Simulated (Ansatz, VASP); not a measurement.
# Two plane-wave programs on P

```
CELL_PARAMETERS angstrom
1.72480 0.99582 3.12801
-1.72480 0.99582 3.12801
0.00000 -1.99163 3.12801
ATOMIC_POSITIONS crystal
P 0.77292 0.77292 0.77292
P 0.22708 0.22708 0.22708
```

Alike in both runs: task single point; functional BHLYP; k mesh 5 × 5 × 5; occupations methfessel-paxton of order 1, width 0.1 eV; no spin polarisation.

|  | VASP | Ansatz |
| --- | --- | --- |
| version | VASP 6.6.1 | Ansatz 0.2.0 |
| potentials or method | VASP PAW PBE potentials, release 64 (P) | Ansatz PAW |
| plane-wave cutoff (eV) | 520 | 420 |
| valence electrons in the cell | 10 | 10 |

Ansatz gave:

```
gap on the k mesh at the Fermi level (eV)                     : none
pressure (GPa)                                                : 3.5
traceless stress, the component that is largest in VASP (GPa) : 1.71
rms of the force components (eV/Å)                            : 0.463
```

Problem. What did VASP give for the same quantities?

Solution. gap on the k mesh at the Fermi level (eV): none; pressure (GPa): 2.7; traceless stress, the component that is largest in VASP (GPa): 2.82; rms of the force components (eV/Å): 0.529.

VASP's potentials were made for PBE, not for BHLYP. Atom by atom the forces differ by 0.066 eV/Å (rms over components). A gap of «none» marks a metal or a gap that the smearing closes. With one functional, cell and mesh, what is left measures potentials, basis and numerics.

The k mesh is coarse, so the values compare programs but aren't converged.
